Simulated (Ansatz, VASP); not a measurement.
**One calculation of Mg2ZnO3, two programs**

File INCAR:

```
SYSTEM = Mg2ZnO3
PREC = Accurate
ENCUT = 520
EDIFF = 1E-6
ISMEAR = 0
SIGMA = 0.05
LREAL = .False.
LASPH = .True.
NELM = 60
ALGO = Normal
ISIF = 2
LWAVE = .False.
LCHARG = .True.
LELF = .True.
LVHAR = .True.
NBANDS = 26
```

The input KPOINTS:

```
regular mesh
0
Gamma
  12 12 4
  0 0 0
```

Contents of POSCAR:

```
Mg2ZnO3
1.0
    2.9587961137      0.0000000000      0.0000000000
   -1.4793980569      2.5623925991      0.0000000000
    0.0000000000      0.0000000000      7.2124455117
Mg Zn O
2 1 3
Direct
    0.3333333333      0.6666666667      0.6662667260
    0.6666666667      0.3333333333      0.3337332740
    0.0000000000      0.0000000000      0.0000000000
    0.3333333333      0.6666666667      0.1711569406
    0.6666666667      0.3333333333      0.8288430594
    0.0000000000      0.0000000000      0.5000000000
```

Input for Ansatz:

```yaml
crystal:
  lattice:
    - [2.9587961137, 0.0, 0.0]
    - [-1.4793980569, 2.5623925991, 0.0]
    - [0.0, 0.0, 7.2124455117]
  atoms:
    - { symbol: Mg, position: [0.3333333333, 0.6666666667, 0.666266726] }
    - { symbol: Mg, position: [0.6666666667, 0.3333333333, 0.333733274] }
    - { symbol: Zn, position: [0.0, 0.0, 0.0] }
    - { symbol: O, position: [0.3333333333, 0.6666666667, 0.1711569406] }
    - { symbol: O, position: [0.6666666667, 0.3333333333, 0.8288430594] }
    - { symbol: O, position: [0.0, 0.0, 0.5] }
basis:
  ecutwfc: 420
kpoints:
  mp_grid: { grid: [12, 12, 4] }
hamiltonian:
  xc: lda
scf:
  occupations: { method: gaussian, width: 0.05 }
output:
  forces: true
  stress: true
  eigenvalues: true
```

Alike in both runs: task single point; functional LDA; k mesh 12 × 12 × 4; occupations gaussian, width 0.05 eV; no spin polarisation.

```csv
,VASP,Ansatz
version,VASP 6.6.1,Ansatz 0.2.0
potentials or method,"VASP PAW LDA potentials, release 64 (Mg, Zn, O), cutoff 520 eV","scalar-relativistic, plane waves, PAW"
valence electrons in the cell,34,50
```

```csv
,VASP,Ansatz,Ansatz less VASP
gap on the k mesh at the Fermi level (eV),3.37,3.37,+0.002
least direct gap on the mesh (eV),3.46,3.46,+0.001
pressure (GPa),-0.9,0.0,+0.92
"traceless stress, the component that is largest in VASP (GPa)",-0.06,-0.02,+0.045
rms of the force components (eV/Å),0.031,0.001,-0.0296
```

LDA's correlation is that of Perdew and Zunger in VASP and of Perdew and Wang (1992) in Ansatz. Atom by atom the forces differ by 0.031 eV/Å (rms over components). VASP's potentials hold 34 valence electrons a cell and Ansatz's 50, so a difference there can come from the potentials and not from the codes.
